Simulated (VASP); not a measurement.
# Mo (Im-3m) in VASP: a series of runs

Runs on Mo. Level: PBEsol. Tasks: single point.

Everything below comes from runs of VASP 6.6.1. Logs are shortened: lines on timing, memory, paths and dates and some standing lists are left out, and cuts for length are marked.

## Step 1: The cell of the first run

The structure is cubic, space group Im-3m (No. 229). The conventional cell has a = 3.125 Å, b = 3.125 Å, c = 3.125 Å, α = 90.00°, β = 90.00°, γ = 90.00°. Mo (site symmetry m-3m) has 14 Mo at 2.71 to 3.12 Å within 3.6 Å.

## Step 2: Single point, PBEsol (volume scaled by 0.96)

Contents of INCAR:

```
ALGO = Normal ; EDIFF = 1E-6
ENCUT = 520 ; GGA = PS
ISIF = 2 ; ISMEAR = -1
LASPH = True ; LCHARG = False
LREAL = False ; LWAVE = False
NBANDS = 13 ; NELM = 80
PREC = Accurate ; SIGMA = 0.05
```

Contents of KPOINTS:

```
k-points
0
Gamma
  12 12 12
```

Contents of POSCAR:

```
Mo
1.0
   -1.5624035240      1.5624035240      1.5624035240
    1.5624035240     -1.5624035240      1.5624035240
    1.5624035240      1.5624035240     -1.5624035240
Mo
1
Direct
    0.0000000000      0.0000000000      0.0000000000
```

Potentials or basis: VASP PAW PBE potentials, release 64 (Mo_sv).

On the command line:

```console
cat potpaw_PBE.64/Mo_sv/POTCAR > POTCAR
mpirun -np 1 vasp_std > vasp.out
```

OUTCAR:

```text
EDIFF = 1E-6
   ENCUT = 520
   GGA = PS
   ISIF = 2
   ISMEAR = -1
   LASPH = True
   LREAL = False
   NELM = 80
   PREC = Accurate

 ion  position               nearest neighbor table
   1  0.000  0.000  0.000-

  LATTYP: Found a body centered cubic cell.
 ALAT       =     3.1248070480

  Lattice vectors:

 A1 = (  -1.5624035240,   1.5624035240,   1.5624035240)
 A2 = (   1.5624035240,  -1.5624035240,   1.5624035240)
 A3 = (   1.5624035240,   1.5624035240,  -1.5624035240)

Analysis of symmetry for initial positions (statically):
=====================================================================
 Subroutine PRICEL returns:
 Original cell was already a primitive cell.

 Routine SETGRP: Setting up the symmetry group for a
 body centered cubic supercell.

 Subroutine GETGRP returns: Found 48 space group operations
 (whereof 48 operations were pure point group operations)
 out of a pool of 48 trial point group operations.

The static configuration has the point symmetry O_h .

Analysis of symmetry for dynamics (positions and initial velocities):
=====================================================================
 Subroutine PRICEL returns:
 Original cell was already a primitive cell.

 Routine SETGRP: Setting up the symmetry group for a
 body centered cubic supercell.

 Subroutine GETGRP returns: Found 48 space group operations
 (whereof 48 operations were pure point group operations)
 out of a pool of 48 trial point group operations.

The dynamic configuration has the point symmetry O_h .

 Subroutine INISYM returns: Found 48 space group operations
 (whereof 48 operations are pure point group operations),
 and found     1 'primitive' translations

----------------------------------------------------------------------------------------

                                     Primitive cell

  volume of cell :      15.2560

  direct lattice vectors                    reciprocal lattice vectors
    -1.562403524  1.562403524  1.562403524     0.000000000  0.320019760  0.320019760
     1.562403524 -1.562403524  1.562403524     0.320019760  0.000000000  0.320019760
     1.562403524  1.562403524 -1.562403524     0.320019760  0.320019760  0.000000000

  length of vectors
     2.706162285  2.706162285  2.706162285     0.452576284  0.452576284  0.452576284

  position of ions in fractional coordinates (direct lattice)
     0.000000000  0.000000000  0.000000000

  ion indices of the primitive-cell ions
   primitive index   ion index
                 1           1
[... 73 lines left out ...]
   LREAL  =      F    real-space projection
   EDIFFG = 0.1E-04   stopping-criterion for IOM
   NSW    =      0    number of steps for IOM
   IBRION =     -1    ionic relax: 0-MD 1-quasi-New 2-CG
   NFREE  =      0    steps in history (QN), initial steepest desc. (CG)
   ISIF   =      2    stress and relaxation
   ISYM   =      2    0-nonsym 1-usesym 2-fastsym
   POTIM  = 0.5000    time-step for ionic-motion
   TEBEG  =    0.0;   TEEND  =   0.0 temperature during run
   PSTRESS=    0.0 pullay stress
   NELECT =      14.0000    total number of electrons
   NUPDOWN=      -1.0000    fix difference up-down
   EMIN   =  10.00;   EMAX   =-10.00  energy-range for DOS
   EFERMI =   0.00;   METHOD = LEGACY
   ISMEAR =    -1;   SIGMA  =   0.05  broadening in eV -4-tet -1-fermi 0-gaus
   EFERMI_NEDOS =   21; number of points for ismear=-14 and -15
   IALGO  =     38    algorithm
   IMIX   =      4    mixing-type and parameters
     AMIX     =   0.40;   BMIX     =  1.00
     AMIX_MAG =   1.60;   BMIX_MAG =  1.00
  volume/ion in A,a.u.               =      15.26       102.95
  Fermi-wavevector in a.u.,A,eV,Ry     =   1.590881  3.006329 34.435008  2.530902
  Thomas-Fermi vector in A             =   2.689507
   LORBIT       =      0    0 simple, 1 ext, 2 COOP (PROOUT), +10 PAW based schemes
   GGA     = PS    functional components
   LHFCALC =     F    Hartree Fock is set to
   AEXX    =    0.0000 exact exchange contribution
   IVDW    =     0    specifies the selected vdW correction
   LEPSILON=     F    determine dielectric tensor
   LRPA    =     F    only Hartree local field effects (RPA)
 non-spin polarized calculation
  energy-cutoff  :      520.00
  volume of cell :       15.26
 maximum number of plane-waves:       420
   NGX =  9   NGY =  9   NGZ =  9

 number of electron      13.9999997 magnetization

 Free energy of the ion-electron system (eV)
  ---------------------------------------------------
  ext. energy  EPLUGINS =         0.00000000
  ---------------------------------------------------
  free energy    TOTEN  =       -11.79411122 eV

  energy without entropy =      -11.79187852  energy(sigma->0) =      -11.79299487

 E-fermi :  12.7988     XC(G=0): -13.6666

 val. band max:       12.7173190813   @ k =  -0.1667   0.2500   0.0833
 cond. band min:      12.8215342983   @ k =   0.5000   0.5000   0.0833
 fundamental gap:      0.1042152170
 Fermi energy:        12.7988261844

 k-point     1 :       0.0000    0.0000    0.0000
  band No.  band energies     occupation
      1     -48.3381      2.00000
      2     -21.5664      2.00000
      3     -21.5664      2.00000
      4     -21.5664      2.00000
      5       5.4957      2.00000
      6      11.4465      2.00000
      7      11.4465      2.00000
      8      11.4465      2.00000
      9      14.5510      0.00000
     10      14.5510      0.00000
     11      27.7034      0.00000
     12      27.7034      0.00000
     13      27.7034      0.00000
[... 354 lines left out ...]
  band No.  band energies     occupation
      1     -48.0378      2.00000
      2     -22.9901      2.00000
      3     -22.1234      2.00000
      4     -21.6829      2.00000
      5       7.9604      2.00000
      6       9.3310      2.00000
      7      13.2320      0.00035
      8      14.7704      0.00000
      9      15.2820      0.00000
     10      19.4586      0.00000
     11      24.2398      0.00000
     12      25.4364      0.00000
     13      29.1913      0.00000

 [... further k-points ...]
[... 5 lines left out ...]
  --------------------------------------------------------------------------------------
  -------------------------------------------------------------------------------------
  Total        0.1664190      0.1664190      0.1664190     -0.0000000      0.0000000     -0.0000000
  in kB       17.4772787     17.4772787     17.4772787     -0.0000000      0.0000000     -0.0000000
  external PRESSURE =      17.4772787 kB  Pullay stress =       0.0000000 kB

 VOLUME and BASIS-vectors are now :
 -----------------------------------------------------------------------------
  energy-cutoff  :      520.00
  volume of cell :       15.26
      direct lattice vectors                 reciprocal lattice vectors
    -1.562403524  1.562403524  1.562403524     0.000000000  0.320019760  0.320019760
     1.562403524 -1.562403524  1.562403524     0.320019760  0.000000000  0.320019760
     1.562403524  1.562403524 -1.562403524     0.320019760  0.320019760  0.000000000

 POSITION                                       TOTAL-FORCE (eV/Angst)
 -----------------------------------------------------------------------------------
      0.00000      0.00000      0.00000         0.000000      0.000000      0.000000
 -----------------------------------------------------------------------------------
    total drift:                                0.000000     -0.000000      0.000000

  FREE ENERGIE OF THE ION-ELECTRON SYSTEM (eV)
  ---------------------------------------------------
  free  energy   TOTEN  =       -11.7941112244 eV

  energy  without entropy=      -11.7918785153  energy(sigma->0) =      -11.79299487
```

OSZICAR:

```text
N       E                     dE             d eps       ncg     rms          rms(c)
DAV:   1     0.920897376608E+02    0.92090E+02   -0.80796E+03  1888   0.111E+03
DAV:   2    -0.114228464152E+02   -0.10351E+03   -0.99546E+02  2192   0.312E+02
DAV:   3    -0.125280310435E+02   -0.11052E+01   -0.11021E+01  2087   0.324E+01
DAV:   4    -0.125305262737E+02   -0.24952E-02   -0.24952E-02  2102   0.185E+00
DAV:   5    -0.125305418064E+02   -0.15533E-04   -0.15533E-04  2097   0.130E-01    0.168E+01
DAV:   6    -0.118977801655E+02    0.63276E+00   -0.74924E-01  1927   0.106E+01    0.469E+00
DAV:   7    -0.118001556030E+02    0.97625E-01   -0.15794E-01  2067   0.464E+00    0.962E-01
DAV:   8    -0.117940982639E+02    0.60573E-02   -0.43654E-03  1922   0.817E-01    0.213E-01
DAV:   9    -0.117941039671E+02   -0.57032E-05   -0.88692E-05  2177   0.114E-01    0.920E-02
DAV:  10    -0.117941109638E+02   -0.69967E-05   -0.91593E-06  1927   0.358E-02    0.572E-03
DAV:  11    -0.117941112244E+02   -0.26061E-06   -0.77129E-08  1091   0.307E-03
   1 F= -.11794111E+02 E0= -.11792995E+02  d E =-.223271E-02
```

It took 14 s on 1 thread of AMD EPYC 7R43 (Zen 3), shared host; peak memory 0.09 GiB.

What came out:

| Property | Result |
| --- | --- |
| Free energy | -11.7941 eV |
| Pressure | 1.7 GPa |
| Band gap on the k mesh | zero (band 7 reaches 17.01 eV, above the bottom of band 8 at 11.45 eV) |

Caveat: the cell differs from its parent crystal (volume scaled by 0.96); the PAW data sets were made with another functional, which shifts forces and pressure a little.

## Step 3: Single point, PBEsol

This run uses another cell than the first one, of 15.89 Å³/atom, 1.042 times its volume.

Contents of INCAR:

```
  ALGO = Fast
  EDIFF = 1E-6
  ENCUT = 520
  GGA = PS
  ISIF = 2
  ISMEAR = -1
  LASPH = True
  LCHARG = False
  LREAL = False
  LWAVE = False
  NBANDS = 13
  NELM = 100
  PREC = Accurate
  SIGMA = 0.05
```

KPOINTS is that of step 2.

Contents of POSCAR:

```
Mo
1.0
   -1.5838089719      1.5838089719      1.5838089719
    1.5838089719     -1.5838089719      1.5838089719
    1.5838089719      1.5838089719     -1.5838089719
Mo
1
Direct
    0.0000000000      0.0000000000      0.0000000000
```

Potentials or basis: VASP PAW PBE potentials, release 64 (Mo_sv).

On the command line:

```console
cat potpaw_PBE.64/Mo_sv/POTCAR > POTCAR
mpirun -np 1 vasp_std > vasp.out
```

It took 14 s on 1 thread of AMD EPYC 7R43 (Zen 3), shared host; peak memory 0.09 GiB.

The run converged. Its results:

```
Free energy            : -11.7789 eV
Pressure               : -9.1 GPa
Band gap on the k mesh : zero (band 7 reaches 16.12 eV, above the bottom of band 8 at 10.87 eV)
```

Levels at points of the mesh, in eV from the Fermi level:
```csv
k point,band 4,band 5,band 6,band 7,band 8,band 9,band 10,band 11
"(0.00, 0.00, 0.00)",-34.46,-7.18,-1.28,-1.28,-1.28,1.67,1.67,14.84
"(0.50, 0.00, 0.00)",-34.47,-5.20,-3.28,1.60,1.70,2.31,4.72,11.43
"(0.50, 0.50, 0.50)",-35.39,-5.29,-5.29,3.97,3.97,3.97,8.95,8.95
```

Caveat: the PAW data sets were made with another functional, which shifts forces and pressure a little.
